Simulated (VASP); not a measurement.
**NaI: single point with r2SCAN**

NaI:

```
Na I
1.0
     0.00000    3.18785    3.18785
     3.18785    0.00000    3.18785
     3.18785    3.18785    0.00000
Na I
1 1
Direct
  0.00000 0.00000 0.00000
  0.50000 0.50000 0.50000
```

This cell differs from its parent crystal: strain -0.015 along x and y, -0.015 along z.

```
Program             : VASP 6.6.1
Task                : single point
Functional          : r2SCAN
Potentials or basis : VASP PAW PBE potentials, release 64 (Na_pv, I)
Cutoff              : 520 eV
k mesh              : 6 × 6 × 6
Occupations         : gaussian, width 0.05 eV
Spin                : no spin polarisation
```

The pressure is 0.6 GPa and the band gap on the k mesh is 4.58 eV.

Levels at points of the mesh, in eV from the valence-band top:
```
           k point  band 4  band 5  band 6  band 7  band 8  band 9  band 10  band 11
(0.00, 0.00, 0.00)  -11.47    0.00    0.00    0.00    4.58    8.47     8.47     8.47
(0.50, 0.00, 0.00)  -11.09   -2.35   -0.33   -0.33    5.71    8.11     8.11    10.13
(0.50, 0.50, 0.00)  -11.00   -2.09   -0.82   -0.82    5.26    5.94    11.05    12.32
```

Wall time 30 s on 1 thread of Intel(R) Xeon(R) 6975P-C (Granite Rapids), on a shared host, peak memory 0.21 GiB.

Caveat: the cell differs from its parent crystal (strain -0.015 along x and y, -0.015 along z); the PAW data sets were made with another functional, which shifts forces and pressure a little; spin-orbit coupling is left out, which moves the levels of the heavy elements.
